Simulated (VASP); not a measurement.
The system is Ni.

```
Ni
1.0
     0.00000    1.75970    1.75970
     1.75970    0.00000    1.75970
     1.75970    1.75970    0.00000
Ni
1
Direct
  0.00000 0.00000 0.00000
```

Program: VASP 6.6.1. Alike in all runs: task single point; level PBE; potentials or basis VASP PAW PBE potentials, release 64 (Ni); spin collinear, ferromagnetic start; cell as given; k mesh 14 × 14 × 14; cutoff (eV) 520; smearing fermi-dirac 0.1 eV.

Question: Order these runs on this cell by their pressure, lowest first.
A. fixed moment (μB) 1.88
B. fixed moment (μB) 1.41
C. fixed moment (μB) 1.17
D. fixed moment (μB) 0.47
E. fixed moment (μB) 1.64

Answer: D (-0.3 GPa), C (5.8 GPa), B (10.1 GPa), E (15.1 GPa), A (22.1 GPa).

Caveats: the total moment is fixed, so each spin has its own Fermi level.
